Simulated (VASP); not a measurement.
# TaSi2 (Fd-3m) in VASP: a series of runs

Runs on TaSi2. Level: PBE. Tasks: single point.

Program: VASP 6.6.1. These are calculated values, not measurements. Logs are shortened: lines on timing, memory, paths and dates and some standing lists are left out, and cuts for length are marked.

### Step 1. The cell of the first run

It takes space group Fd-3m (No. 227, cubic). The conventional cell has a = 6.957 Å, b = 6.957 Å, c = 6.957 Å, α = 90.00°, β = 90.00°, γ = 90.00°. Ta (site symmetry -43m) has 12 Si at 2.88 Å and 4 Ta at 3.01 Å within 3.8 Å. Within 3.2 Å of Si (site symmetry -3m) lie 6 Si at 2.46 Å and 6 Ta at 2.88 Å.

The cell was built from a structure type or drawn by symmetry, and may not be a known phase.

### Step 2. Single point, PBE

Input file INCAR:

```
SYSTEM = TaSi2
PREC = Accurate ; ENCUT = 500
EDIFF = 1E-6 ; ISMEAR = 0
SIGMA = 0.2 ; LREAL = .False.
LASPH = .True. ; NELM = 120
ALGO = Normal ; ISIF = 2
LWAVE = .False. ; LCHARG = .True.
GGA = PE ; LELF = .True.
LVHAR = .True. ; NBANDS = 28
GGA_COMPAT = .False.
```

Input file KPOINTS:

```
Automatic mesh
0
Gamma
  4 4 4
  0 0 0
```

Input file POSCAR:

```
TaSi2
1.0
    0.0000000000      3.4784190177      3.4784190177
    3.4784190177      0.0000000000      3.4784190177
    3.4784190177      3.4784190177      0.0000000000
Ta Si
2 4
Direct
    0.5000000000      0.5000000000      0.5000000000
    0.7500000000      0.7500000000      0.7500000000
    0.1250000000      0.1250000000      0.1250000000
    0.6250000000      0.1250000000      0.1250000000
    0.1250000000      0.6250000000      0.1250000000
    0.1250000000      0.1250000000      0.6250000000
```

Potentials or basis: VASP PAW PBE potentials, release 64 (Ta_pv, Si).

On the command line:

```
$ cat potpaw_PBE.64/Ta_pv/POTCAR potpaw_PBE.64/Si/POTCAR > POTCAR
$ mpirun -np 1 vasp_std > vasp.out
```

OUTCAR:

```text
SYSTEM = TaSi2
   PREC = Accurate
   ENCUT = 500
   EDIFF = 1E-6
   ISMEAR = 0
   LREAL = .False.
   LASPH = .True.
   NELM = 120
   ISIF = 2
   GGA = PE

 ion  position               nearest neighbor table
   1  0.500  0.500  0.500-   3 2.88   5 2.88   6 2.88   3 2.88   4 2.88   6 2.88   3 2.88   4 2.88
                             5 2.88   4 2.88   5 2.88   6 2.88   2 3.01   2 3.01   2 3.01   2 3.01
   2  0.750  0.750  0.750-   4 2.88   5 2.88   6 2.88   3 2.88   4 2.88   5 2.88   3 2.88   4 2.88
                             6 2.88   3 2.88   5 2.88   6 2.88   1 3.01   1 3.01   1 3.01   1 3.01
   3  0.125  0.125  0.125-   4 2.46   5 2.46   6 2.46   6 2.46   5 2.46   4 2.46   1 2.88   2 2.88
                             1 2.88   2 2.88   1 2.88   2 2.88
   4  0.625  0.125  0.125-   3 2.46   6 2.46   5 2.46   3 2.46   5 2.46   6 2.46   2 2.88   1 2.88
                             1 2.88   2 2.88   2 2.88   1 2.88
   5  0.125  0.625  0.125-   3 2.46   6 2.46   3 2.46   4 2.46   6 2.46   4 2.46   2 2.88   1 2.88
                             2 2.88   2 2.88   1 2.88   1 2.88
   6  0.125  0.125  0.625-   3 2.46   3 2.46   4 2.46   5 2.46   5 2.46   4 2.46   1 2.88   2 2.88
                             1 2.88   2 2.88   1 2.88   2 2.88

  LATTYP: Found a face centered cubic cell.
 ALAT       =     6.9568380354

  Lattice vectors:

 A1 = (   0.0000000000,   3.4784190177,   3.4784190177)
 A2 = (   3.4784190177,   0.0000000000,   3.4784190177)
 A3 = (   3.4784190177,   3.4784190177,   0.0000000000)

Analysis of symmetry for initial positions (statically):
=====================================================================
 Subroutine PRICEL returns:
 Original cell was already a primitive cell.

 Routine SETGRP: Setting up the symmetry group for a
 face centered cubic supercell.

 Subroutine GETGRP returns: Found 48 space group operations
 (whereof 24 operations were pure point group operations)
 out of a pool of 48 trial point group operations.

The static configuration has the point symmetry T_d .
 The point group associated with its full space group is O_h .

Analysis of symmetry for dynamics (positions and initial velocities):
=====================================================================
 Subroutine PRICEL returns:
 Original cell was already a primitive cell.

 Routine SETGRP: Setting up the symmetry group for a
 face centered cubic supercell.

 Subroutine GETGRP returns: Found 48 space group operations
 (whereof 24 operations were pure point group operations)
 out of a pool of 48 trial point group operations.

The dynamic configuration has the point symmetry T_d .
 The point group associated with its full space group is O_h .

 Subroutine INISYM returns: Found 48 space group operations
 (whereof 24 operations are pure point group operations),
 and found     1 'primitive' translations

----------------------------------------------------------------------------------------

                                     Primitive cell

  volume of cell :      84.1736

  direct lattice vectors                    reciprocal lattice vectors
     0.000000000  3.478419018  3.478419018    -0.143743464  0.143743464  0.143743464
     3.478419018  0.000000000  3.478419018     0.143743464 -0.143743464  0.143743464
     3.478419018  3.478419018  0.000000000     0.143743464  0.143743464 -0.143743464

  length of vectors
     4.919227350  4.919227350  4.919227350     0.248970983  0.248970983  0.248970983

  position of ions in fractional coordinates (direct lattice)
     0.500000000  0.500000000  0.500000000
     0.750000000  0.750000000  0.750000000
     0.125000000  0.125000000  0.125000000
     0.625000000  0.125000000  0.125000000
     0.125000000  0.625000000  0.125000000
     0.125000000  0.125000000  0.625000000

  ion indices of the primitive-cell ions
   primitive index   ion index
                 1           1
                 2           2
                 3           3
                 4           4
                 5           5
                 6           6

----------------------------------------------------------------------------------------

 KPOINTS: Automatic mesh

Automatic generation of k-mesh.
 Grid dimensions read from file:
 generate k-points for:    4    4    4

 Generating k-lattice:

  Cartesian coordinates                     Fractional coordinates (reciprocal lattice)
    -0.035935866  0.035935866  0.035935866     0.250000000  0.000000000  0.000000000
     0.035935866 -0.035935866  0.035935866     0.000000000  0.250000000  0.000000000
     0.035935866  0.035935866 -0.035935866     0.000000000  0.000000000  0.250000000

  Length of vectors
     0.062242746  0.062242746  0.062242746

  Shift w.r.t. Gamma in fractional coordinates (k-lattice)
     0.000000000  0.000000000  0.000000000

 Subroutine IBZKPT returns following result:
 ===========================================

 Found      8 irreducible k-points:

 Following reciprocal coordinates:
            Coordinates               Weight
  0.000000  0.000000  0.000000      1.000000
  0.250000  0.000000  0.000000      8.000000
  0.500000  0.000000  0.000000      4.000000
  0.250000  0.250000  0.000000      6.000000
  0.500000  0.250000  0.000000     24.000000
 -0.250000  0.250000  0.000000     12.000000
  0.500000  0.500000  0.000000      3.000000
 -0.250000  0.500000  0.250000      6.000000
   k-points           NKPTS =      8   k-points in BZ     NKDIM =      8   number of bands    NBANDS=     28
   number of dos      NEDOS =    301   number of ions     NIONS =      6
   total plane-waves  NPLWV =  46656
   dimension x,y,z NGX =    36 NGY =   36 NGZ =   36
   dimension x,y,z NGXF=    72 NGYF=   72 NGZF=   72
   ions per type =               2   4
   NGX,Y,Z   is equivalent  to a cutoff of  12.17, 12.17, 12.17 a.u.
   NGXF,Y,Z  is equivalent  to a cutoff of  24.33, 24.33, 24.33 a.u.
 SYSTEM =  TaSi2
   PREC   = accura    normal or accurate (medium, high low for compatibility)
   ISTART =      0    job   : 0-new  1-cont  2-samecut
   ICHARG =      2    charge: 1-file 2-atom 10-const
   ISPIN  =      1    spin polarized calculation?
   LNONCOLLINEAR =      F non collinear calculations
   LSORBIT =      F    spin-orbit coupling
   LASPH  =      T    aspherical Exc in radial PAW
   ENCUT  =  500.0 eV  36.75 Ry    6.06 a.u.   8.97  8.97  8.97*2*pi/ulx,y,z
   NELM   =    120;   NELMIN=  2; NELMDL= -5     # of ELM steps
   EDIFF  = 0.1E-05   stopping-criterion for ELM
   LREAL  =      F    real-space projection
   EDIFFG = 0.1E-04   stopping-criterion for IOM
   NSW    =      0    number of steps for IOM
   IBRION =     -1    ionic relax: 0-MD 1-quasi-New 2-CG
   NFREE  =      0    steps in history (QN), initial steepest desc. (CG)
   ISIF   =      2    stress and relaxation
   ISYM   =      2    0-nonsym 1-usesym 2-fastsym
   POTIM  = 0.5000    time-step for ionic-motion
   TEBEG  =    0.0;   TEEND  =   0.0 temperature during run
   PSTRESS=    0.0 pullay stress
   NELECT =      38.0000    total number of electrons
   NUPDOWN=      -1.0000    fix difference up-down
   EMIN   =  10.00;   EMAX   =-10.00  energy-range for DOS
   EFERMI =   0.00;   METHOD = LEGACY
   ISMEAR =     0;   SIGMA  =   0.20  broadening in eV -4-tet -1-fermi 0-gaus
   EFERMI_NEDOS =   21; number of points for ismear=-14 and -15
   IALGO  =     38    algorithm
   IMIX   =      4    mixing-type and parameters
     AMIX     =   0.40;   BMIX     =  1.00
     AMIX_MAG =   1.60;   BMIX_MAG =  1.00
  volume/ion in A,a.u.               =      14.03        94.67
  Fermi-wavevector in a.u.,A,eV,Ry     =   1.255868  2.373247 21.459183  1.577205
  Thomas-Fermi vector in A             =   2.389604
   LORBIT       =      0    0 simple, 1 ext, 2 COOP (PROOUT), +10 PAW based schemes
   GGA     = PE    functional components
   LHFCALC =     F    Hartree Fock is set to
   AEXX    =    0.0000 exact exchange contribution
   IVDW    =     0    specifies the selected vdW correction
   LEPSILON=     F    determine dielectric tensor
   LRPA    =     F    only Hartree local field effects (RPA)
 non-spin polarized calculation
 Gauss-broadening in eV      SIGMA  =   0.20
  energy-cutoff  :      500.00
  volume of cell :       84.17
 maximum number of plane-waves:      2148
   NGX = 17   NGY = 17   NGZ = 17

 number of electron      38.0000007 magnetization

 Free energy of the ion-electron system (eV)
  ---------------------------------------------------
  ext. energy  EPLUGINS =         0.00000000
  ---------------------------------------------------
  free energy    TOTEN  =       -44.38086364 eV

  energy without entropy =      -44.25787475  energy(sigma->0) =      -44.31936919

 E-fermi :  10.3177     XC(G=0): -12.2411

 val. band max:       10.3176843408   @ k =  -0.2500   0.2500   0.0000
 cond. band min:      10.3666017842   @ k =   0.2500   0.2500   0.0000
 fundamental gap:      0.0489174434
 Fermi energy:        10.3177183198

 k-point     1 :       0.0000    0.0000    0.0000
  band No.  band energies     occupation
      1     -24.6460      2.00000
      2     -24.6460      2.00000
      3     -24.6460      2.00000
      4     -24.3915      2.00000
      5     -24.3915      2.00000
      6     -24.3915      2.00000
[... 20 lines left out ...]
     27      14.9079      0.00000
     28      14.9079      0.00000

 k-point     2 :       0.2500    0.0000    0.0000
  band No.  band energies     occupation
      1     -24.6619      2.00000
      2     -24.6619      2.00000
      3     -24.6469      2.00000
      4     -24.3958      2.00000
      5     -24.3757      2.00000
      6     -24.3757      2.00000
[... 20 lines left out ...]
     27      14.9206      0.00000
     28      15.2087      0.00000

 k-point     3 :       0.5000    0.0000    0.0000
  band No.  band energies     occupation
      1     -24.6762      2.00000
      2     -24.6762      2.00000
      3     -24.6491      2.00000
      4     -24.3985      2.00000
      5     -24.3616      2.00000
      6     -24.3616      2.00000
[... 120 lines left out ...]
      3     -24.5246      2.00000
      4     -24.5246      2.00000
      5     -24.3315      2.00000
      6     -24.3315      2.00000
[... 20 lines left out ...]
     27      14.2847      0.00000
     28      14.2847      0.00000

 k-point     8 :      -0.2500    0.5000    0.2500
  band No.  band energies     occupation
      1     -24.7085      2.00000
      2     -24.7085      2.00000
      3     -24.5224      2.00000
      4     -24.5224      2.00000
      5     -24.3323      2.00000
      6     -24.3323      2.00000
[... 20 lines left out ...]
     27      14.3986      0.00000
     28      14.3986      0.00000

------------------------ aborting loop because EDIFF is reached ----------------------------------------

  FORCE on cell =-STRESS in cart. coord.  units (eV):
  Direction    XX          YY          ZZ          XY          YZ          ZX
  --------------------------------------------------------------------------------------
  -------------------------------------------------------------------------------------
  Total       -0.0248399     -0.0248399     -0.0248399     -0.0000000      0.0000000     -0.0000000
  in kB       -0.4728087     -0.4728087     -0.4728087     -0.0000000      0.0000000     -0.0000000
  external PRESSURE =      -0.4728087 kB  Pullay stress =       0.0000000 kB

 VOLUME and BASIS-vectors are now :
 -----------------------------------------------------------------------------
  energy-cutoff  :      500.00
  volume of cell :       84.17
      direct lattice vectors                 reciprocal lattice vectors
     0.000000000  3.478419018  3.478419018    -0.143743464  0.143743464  0.143743464
     3.478419018  0.000000000  3.478419018     0.143743464 -0.143743464  0.143743464
     3.478419018  3.478419018  0.000000000     0.143743464  0.143743464 -0.143743464

 POSITION                                       TOTAL-FORCE (eV/Angst)
 -----------------------------------------------------------------------------------
      3.47842      3.47842      3.47842         0.000000      0.000000      0.000000
      5.21763      5.21763      5.21763        -0.000000     -0.000000     -0.000000
      0.86960      0.86960      0.86960        -0.000000      0.000000     -0.000000
      0.86960      2.60881      2.60881         0.000000      0.000000     -0.000000
      2.60881      0.86960      2.60881         0.000000      0.000000     -0.000000
      2.60881      2.60881      0.86960        -0.000000      0.000000     -0.000000
 -----------------------------------------------------------------------------------
    total drift:                                0.000000      0.000000      0.000000

  FREE ENERGIE OF THE ION-ELECTRON SYSTEM (eV)
  ---------------------------------------------------
  free  energy   TOTEN  =       -44.3808636367 eV

  energy  without entropy=      -44.2578747496  energy(sigma->0) =      -44.31936919
```

Run time: 16 s. Hardware: 1 thread of AMD EPYC 9R45 (Zen 5), shared host; peak memory 0.17 GiB.

Results:

- Free energy: -44.3809 eV
- Pressure: 0.0 GPa
- Band gap on the k mesh: zero (bands 19 and 20 overlap by 2.19 eV)

Levels at points of the mesh, in eV from the Fermi level:
```
           k point  band 16  band 17  band 18  band 19  band 20  band 21  band 22  band 23
(0.00, 0.00, 0.00)    -5.48    -2.48     0.42     0.42     0.42     1.95     1.95     2.60
(0.50, 0.00, 0.00)    -3.01    -0.62    -0.53    -0.53     0.85     0.85     1.12     2.11
(0.50, 0.50, 0.00)    -2.07    -1.86    -1.86    -1.77    -1.77     2.10     2.10     2.77
```

Caveat: the k points lie up to 0.39 Å⁻¹ apart, too coarse for converged energies and pressures of a metal; spin-orbit coupling is left out, which moves the levels of the heavy elements.

### Step 3. Single point, PBE

Input file INCAR:

```
ALGO = Normal
EDIFF = 1E-6
ENCUT = 500
GGA = PE
GGA_COMPAT = False
ISIF = 2
ISMEAR = 0
LASPH = True
LCHARG = False
LREAL = False
LWAVE = False
NBANDS = 28
NELM = 120
PREC = Accurate
SIGMA = 0.2
```

Input file KPOINTS:

```
k-points
0
Gamma
  4 4 4
```

Input file POSCAR:

```
TaSi2
1.0
    0.0000000000      3.4774640590      3.4774640590
    3.4774640590      0.0000000000      3.4774640590
    3.4774640590      3.4774640590      0.0000000000
Ta Si
2 4
Direct
    0.0000000000      0.0000000000      0.0000000000
    0.2500000000      0.2500000000      0.2500000000
    0.6250000000      0.6250000000      0.6250000000
    0.1250000000      0.6250000000      0.6250000000
    0.6250000000      0.6250000000      0.1250000000
    0.6250000000      0.1250000000      0.6250000000
```

Potentials or basis: VASP PAW PBE potentials, release 64 (Ta_pv, Si).

On the command line:

```
$ cat potpaw_PBE.64/Ta_pv/POTCAR potpaw_PBE.64/Si/POTCAR > POTCAR
$ mpirun -np 1 vasp_std > vasp.out
```

OUTCAR:

```text
EDIFF = 1E-6
   ENCUT = 500
   GGA = PE
   ISIF = 2
   ISMEAR = 0
   LASPH = True
   LREAL = False
   NELM = 120
   PREC = Accurate

 ion  position               nearest neighbor table
   1  0.000  0.000  0.000-   5 2.88   6 2.88   4 2.88   5 2.88   4 2.88   6 2.88   3 2.88   3 2.88
                             3 2.88   4 2.88   5 2.88   6 2.88   2 3.01   2 3.01   2 3.01   2 3.01
   2  0.250  0.250  0.250-   4 2.88   6 2.88   4 2.88   5 2.88   5 2.88   6 2.88   3 2.88   3 2.88
[... 446 lines left out ...]
  -------------------------------------------------------------------------------------
  Total        0.0492206      0.0492206      0.0492206     -0.0000000      0.0000000     -0.0000000
  in kB        0.9376482      0.9376482      0.9376482     -0.0000000      0.0000000     -0.0000000
  external PRESSURE =       0.9376482 kB  Pullay stress =       0.0000000 kB

 VOLUME and BASIS-vectors are now :
 -----------------------------------------------------------------------------
  energy-cutoff  :      500.00
  volume of cell :       84.10
      direct lattice vectors                 reciprocal lattice vectors
     0.000000000  3.477464059  3.477464059    -0.143782938  0.143782938  0.143782938
     3.477464059  0.000000000  3.477464059     0.143782938 -0.143782938  0.143782938
     3.477464059  3.477464059  0.000000000     0.143782938  0.143782938 -0.143782938

 POSITION                                       TOTAL-FORCE (eV/Angst)
 -----------------------------------------------------------------------------------
      0.00000      0.00000      0.00000        -0.000000     -0.000000     -0.000000
      1.73873      1.73873      1.73873         0.000000      0.000000      0.000000
      4.34683      4.34683      4.34683         0.000000      0.000000      0.000000
      4.34683      2.60810      2.60810         0.000000      0.000000      0.000000
      2.60810      2.60810      4.34683         0.000000      0.000000      0.000000
      2.60810      4.34683      2.60810         0.000000      0.000000      0.000000
 -----------------------------------------------------------------------------------
    total drift:                               -0.000000     -0.000000     -0.000000

  FREE ENERGIE OF THE ION-ELECTRON SYSTEM (eV)
  ---------------------------------------------------
  free  energy   TOTEN  =       -44.3808571053 eV

  energy  without entropy=      -44.2579701108  energy(sigma->0) =      -44.31941361
```

OSZICAR:

```text
N       E                     dE             d eps       ncg     rms          rms(c)
DAV:   1     0.224398583648E+03    0.22440E+03   -0.18239E+04   448   0.124E+03
DAV:   2    -0.363654171333E+02   -0.26076E+03   -0.25509E+03   504   0.315E+02
DAV:   3    -0.466364922596E+02   -0.10271E+02   -0.99912E+01   584   0.545E+01
DAV:   4    -0.467780003880E+02   -0.14151E+00   -0.14121E+00   556   0.647E+00
DAV:   5    -0.467796433811E+02   -0.16430E-02   -0.16424E-02   576   0.748E-01    0.220E+01
DAV:   6    -0.446711314806E+02    0.21085E+01   -0.12415E+01   556   0.155E+01    0.101E+01
DAV:   7    -0.444514375853E+02    0.21969E+00   -0.11165E+00   552   0.429E+00    0.602E+00
DAV:   8    -0.443822977619E+02    0.69140E-01   -0.14464E-01   520   0.229E+00    0.649E-01
DAV:   9    -0.443811456236E+02    0.11521E-02   -0.86139E-03   600   0.393E-01    0.390E-01
DAV:  10    -0.443809485975E+02    0.19703E-03   -0.16054E-03   556   0.265E-01    0.497E-02
DAV:  11    -0.443808615215E+02    0.87076E-04   -0.43437E-04   544   0.119E-01    0.364E-02
DAV:  12    -0.443808577074E+02    0.38141E-05   -0.19654E-05   532   0.212E-02    0.840E-03
DAV:  13    -0.443808571053E+02    0.60210E-06   -0.24197E-06   428   0.766E-03
   1 F= -.44380857E+02 E0= -.44319414E+02  d E =-.122887E+00
```

stdout:

```text
POSCAR found type information on POSCAR TaSi
 POSCAR found :  2 types and       6 ions
 scaLAPACK will be used
 LDA part: xc-table for (Slater+PW92), standard interpolation
 POSCAR, INCAR and KPOINTS ok, starting setup
 FFT: planning ... GRIDC
 FFT: planning ... GRID_SOFT
 FFT: planning ... GRID
 WAVECAR not read
 entering main loop
```

It took 15 s on 1 thread of AMD EPYC 9R45 (Zen 5), shared host; peak memory 0.17 GiB.

Results:

```
Free energy            : -44.3809 eV
Pressure               : 0.1 GPa
Band gap on the k mesh : zero (bands 19 and 20 overlap by 2.20 eV)
```

Caveat: the k points lie up to 0.39 Å⁻¹ apart, too coarse for converged energies and pressures of a metal; spin-orbit coupling is left out, which moves the levels of the heavy elements.
